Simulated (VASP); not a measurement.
# MgO (I4/mmm) in VASP: single point with r2SCAN

Aim: the single point of MgO with r2SCAN.

Everything below comes from runs of VASP 6.6.1. Logs are shortened: lines on timing, memory, paths and dates and some standing lists are left out, and cuts for length are marked.

### 1 The cell of the first run

The structure is tetragonal, space group I4/mmm (No. 139). Conventional cell: a = 2.925 Å, b = 2.925 Å, c = 4.550 Å, α = 90.00°, β = 90.00°, γ = 90.00°. Mg (site symmetry 4/mmm) has 6 O at 2.07 to 2.28 Å within 2.7 Å. O (site symmetry 4/mmm) has 6 Mg at 2.07 to 2.28 Å within 2.7 Å.

### 2 Single point, r2SCAN

The input, POSCAR:

```
MgO
1.0
    0.0000000000      2.0683823780      2.2752206158
    2.0683823780      0.0000000000      2.2752206158
    2.0683823780      2.0683823780      0.0000000000
Mg O
1 1
Direct
    0.0000000000      0.0000000000      0.0000000000
    0.5000000000      0.5000000000      0.5000000000
```

The input, INCAR.step1:

```
PREC     = Accurate       # precision mode
ENCUT    = 920            # plane-wave cutoff, eV
ISMEAR   = 0              # smearing method
SIGMA    = 0.05           # smearing width, eV
LREAL    = F              # projectors in reciprocal space
LASPH    = T              # aspherical terms in the spheres
NELM     = 120            # most SCF steps
NBANDS   = 15             # bands
GGA      = PE             # functional
ALGO     = Normal         # electronic algorithm
EDIFF    = 1E-5           # SCF threshold, eV
LWAVE    = T              # write WAVECAR
LCHARG   = F              # write CHGCAR
GGA_COMPAT= F
```

The input, INCAR.step2:

```
PREC     = Accurate       # precision mode
ENCUT    = 920            # plane-wave cutoff, eV
EDIFF    = 1E-6           # SCF threshold, eV
ISMEAR   = 0              # smearing method
SIGMA    = 0.05           # smearing width, eV
LREAL    = F              # projectors in reciprocal space
LASPH    = T              # aspherical terms in the spheres
NELM     = 120            # most SCF steps
ALGO     = Normal         # electronic algorithm
ISIF     = 2              # what is computed and relaxed
LWAVE    = F              # write WAVECAR
LCHARG   = T              # write CHGCAR
METAGGA  = R2SCAN         # meta-GGA
LMIXTAU  = T            
LELF     = T              # ELF
LVHAR    = T            
NBANDS   = 15             # bands
ISTART   = 1            
GGA_COMPAT= F
```

The input, KPOINTS:

```
regular mesh
0
Gamma
  10 10 10
```

Potentials or basis: VASP PAW PBE potentials, release 64 (Mg_sv, O).

Run with:

```
cat potpaw_PBE.64/Mg_sv/POTCAR potpaw_PBE.64/O/POTCAR > POTCAR
cp INCAR.step1 INCAR
mpirun -np 1 vasp_std > vasp.out
cp INCAR.step2 INCAR
mpirun -np 1 vasp_std > vasp.out
```

OUTCAR:

```text
PREC = Accurate
   ENCUT = 920
   EDIFF = 1E-6
   ISMEAR = 0
   LREAL = F
   LASPH = T
   NELM = 120
   ISIF = 2
   METAGGA = R2SCAN
   ISTART = 1

 ion  position               nearest neighbor table
   1  0.000  0.000  0.000-   2 2.07   2 2.07   2 2.07   2 2.07
   2  0.500  0.500  0.500-   1 2.07   1 2.07   1 2.07   1 2.07

  LATTYP: Found a body centered tetragonal cell.
 ALAT       =     2.9251344111
 C/A-ratio  =     1.5556349186

  Lattice vectors:

 A1 = (  -2.0683823780,   0.0000000000,   2.2752206158)
 A2 = (   2.0683823780,   0.0000000000,   2.2752206158)
 A3 = (   0.0000000000,   2.0683823780,  -2.2752206158)

Analysis of symmetry for initial positions (statically):
=====================================================================
 Subroutine PRICEL returns:
 Original cell was already a primitive cell.

 Routine SETGRP: Setting up the symmetry group for a
 body centered tetragonal supercell.

 Subroutine GETGRP returns: Found 16 space group operations
 (whereof 16 operations were pure point group operations)
 out of a pool of 16 trial point group operations.

The static configuration has the point symmetry D_4h.

Analysis of symmetry for dynamics (positions and initial velocities):
=====================================================================
 Subroutine PRICEL returns:
 Original cell was already a primitive cell.

 Routine SETGRP: Setting up the symmetry group for a
 body centered tetragonal supercell.

 Subroutine GETGRP returns: Found 16 space group operations
 (whereof 16 operations were pure point group operations)
 out of a pool of 16 trial point group operations.

The dynamic configuration has the point symmetry D_4h.

 Subroutine INISYM returns: Found 16 space group operations
 (whereof 16 operations are pure point group operations),
 and found     1 'primitive' translations

----------------------------------------------------------------------------------------

                                     Primitive cell

  volume of cell :      19.4677

  direct lattice vectors                    reciprocal lattice vectors
     0.000000000  2.068382378  2.275220616    -0.241734800  0.241734800  0.219758909
     2.068382378  0.000000000  2.275220616     0.241734800 -0.241734800  0.219758909
     2.068382378  2.068382378  0.000000000     0.241734800  0.241734800 -0.219758909

  length of vectors
     3.074871463  3.074871463  2.925134411     0.406405469  0.406405469  0.406405469
[... 78 lines left out ...]
   LASPH  =      T    aspherical Exc in radial PAW
   ENCUT  =  920.0 eV  67.62 Ry    8.22 a.u.   7.60  7.60  7.23*2*pi/ulx,y,z
   NELM   =    120;   NELMIN=  2; NELMDL=  0     # of ELM steps
   EDIFF  = 0.1E-05   stopping-criterion for ELM
   LREAL  =      F    real-space projection
[... 7 lines left out ...]
   TEBEG  =    0.0;   TEEND  =   0.0 temperature during run
   PSTRESS=    0.0 pullay stress
   NELECT =      16.0000    total number of electrons
   NUPDOWN=      -1.0000    fix difference up-down
   EMIN   =  10.00;   EMAX   =-10.00  energy-range for DOS
   EFERMI =   0.00;   METHOD = LEGACY
   ISMEAR =     0;   SIGMA  =   0.05  broadening in eV -4-tet -1-fermi 0-gaus
   EFERMI_NEDOS =   21; number of points for ismear=-14 and -15
   IALGO  =     38    algorithm
   IMIX   =      4    mixing-type and parameters
     AMIX     =   0.40;   BMIX     =  1.00
     AMIX_MAG =   1.60;   BMIX_MAG =  1.00
  volume/ion in A,a.u.               =       9.73        65.69
  Fermi-wavevector in a.u.,A,eV,Ry     =   1.533474  2.897846 31.994681  2.351543
  Thomas-Fermi vector in A             =   2.640536
   LORBIT       =      0    0 simple, 1 ext, 2 COOP (PROOUT), +10 PAW based schemes
   METAGGA = R2SCAN    functional components
   LHFCALC =     F    Hartree Fock is set to
   AEXX    =    0.0000 exact exchange contribution
   IVDW    =     0    specifies the selected vdW correction
   LEPSILON=     F    determine dielectric tensor
   LRPA    =     F    only Hartree local field effects (RPA)
 non-spin polarized calculation
 Gauss-broadening in eV      SIGMA  =   0.05
  energy-cutoff  :      920.00
  volume of cell :       19.47
 maximum number of plane-waves:      1253
   NGX = 15   NGY = 15   NGZ = 15

 number of electron      15.9999995 magnetization

 Free energy of the ion-electron system (eV)
  ---------------------------------------------------
  ext. energy  EPLUGINS =         0.00000000
  ---------------------------------------------------
  free energy    TOTEN  =       -16.08283929 eV

  energy without entropy =      -16.08283929  energy(sigma->0) =      -16.08283929

 E-fermi :   2.7378     XC(G=0): -11.7997

 val. band max:        2.3005290534   @ k =   0.0000   0.0000   0.0000
 cond. band min:       7.3889051180   @ k =   0.0000   0.0000   0.0000
 fundamental gap:      5.0883760646
 Fermi energy:         2.7378161382

 k-point     1 :       0.0000    0.0000    0.0000
  band No.  band energies     occupation
      1     -72.8633      2.00000
      2     -37.9980      2.00000
      3     -37.9309      2.00000
      4     -37.9309      2.00000
      5     -15.7926      2.00000
      6       2.1433      2.00000
      7       2.1433      2.00000
      8       2.3005      2.00000
      9       7.3889      0.00000
     10      18.2637      0.00000
     11      19.2687      0.00000
     12      19.2687      0.00000
     13      22.9339      0.00000
     14      23.2440      0.00000
[... 401 lines left out ...]
      2     -38.0407      2.00000
      3     -37.9489      2.00000
      4     -37.9433      2.00000
      5     -14.8183      2.00000
      6      -1.2587      2.00000
      7       1.0812      2.00000
      8       1.3533      2.00000
      9      12.4436      0.00000
     10      13.7809      0.00000
     11      15.8914      0.00000
     12      21.9595      0.00000
     13      21.9671      0.00000
     14      28.8515      0.00000
     15      29.1633      0.00000

 [... further k-points ...]
[... 5 lines left out ...]
  --------------------------------------------------------------------------------------
  -------------------------------------------------------------------------------------
  Total        0.0879363      0.0879363     -1.5942101      0.0000000      0.0000000     -0.0000000
  in kB        7.2370843      7.2370843   -131.2021569      0.0000000      0.0000000     -0.0000000
  external PRESSURE =     -38.9093294 kB  Pullay stress =       0.0000000 kB

 VOLUME and BASIS-vectors are now :
 -----------------------------------------------------------------------------
  energy-cutoff  :      920.00
  volume of cell :       19.47
      direct lattice vectors                 reciprocal lattice vectors
     0.000000000  2.068382378  2.275220616    -0.241734800  0.241734800  0.219758909
     2.068382378  0.000000000  2.275220616     0.241734800 -0.241734800  0.219758909
     2.068382378  2.068382378  0.000000000     0.241734800  0.241734800 -0.219758909

 POSITION                                       TOTAL-FORCE (eV/Angst)
 -----------------------------------------------------------------------------------
      0.00000      0.00000      0.00000         0.000000     -0.000000      0.000000
      2.06838      2.06838      2.27522        -0.000000      0.000000     -0.000000
 -----------------------------------------------------------------------------------
    total drift:                                0.000000      0.000000      0.000000

  FREE ENERGIE OF THE ION-ELECTRON SYSTEM (eV)
  ---------------------------------------------------
  free  energy   TOTEN  =       -16.0828392947 eV

  energy  without entropy=      -16.0828392947  energy(sigma->0) =      -16.08283929
```

OUTCAR.step1:

```text
PREC = Accurate
   ENCUT = 920
   ISMEAR = 0
   LREAL = F
   LASPH = T
[... 653 lines left out ...]
 -----------------------------------------------------------------------------------
      0.00000      0.00000      0.00000         0.000000     -0.000000     -0.000000
      2.06838      2.06838      2.27522        -0.000000      0.000000      0.000000
 -----------------------------------------------------------------------------------
    total drift:                                0.000000      0.000000      0.000000

  FREE ENERGIE OF THE ION-ELECTRON SYSTEM (eV)
  ---------------------------------------------------
  free  energy   TOTEN  =       -11.8266294521 eV

  energy  without entropy=      -11.8266294521  energy(sigma->0) =      -11.82662945
```

Run time: 8.9 min. Hardware: 1 thread of AMD EPYC, shared host; peak memory 0.18 GiB.

Results:

- Free energy: -16.0828 eV
- Pressure: -3.9 GPa
- Band gap on the k mesh: 5.09 eV

Levels at points of the mesh, in eV from the valence-band top:
| k point | band 4 | band 5 | band 6 | band 7 | band 8 | band 9 | band 10 | band 11 | band 12 | band 13 |
| --- | --- | --- | --- | --- | --- | --- | --- | --- | --- | --- |
| (0.00, 0.00, 0.00) | -40.23 | -18.09 | -0.16 | -0.16 | 0.00 | 5.09 | 15.96 | 16.97 | 16.97 | 20.63 |
| (0.50, 0.00, 0.00) | -40.23 | -16.91 | -4.51 | -0.85 | -0.64 | 8.41 | 13.18 | 16.20 | 18.14 | 21.69 |
| (0.50, 0.50, 0.00) | -40.25 | -16.90 | -4.17 | -1.15 | -1.15 | 10.58 | 10.82 | 12.93 | 20.52 | 20.52 |
| (0.50, 0.00, 0.50) | -40.27 | -16.64 | -3.90 | -1.82 | -1.22 | 9.65 | 10.62 | 14.17 | 18.48 | 20.35 |

Caveat: the stress differs along the axes, from -13 to 1 GPa; the PAW data sets were made with another functional, which shifts forces and pressure a little.
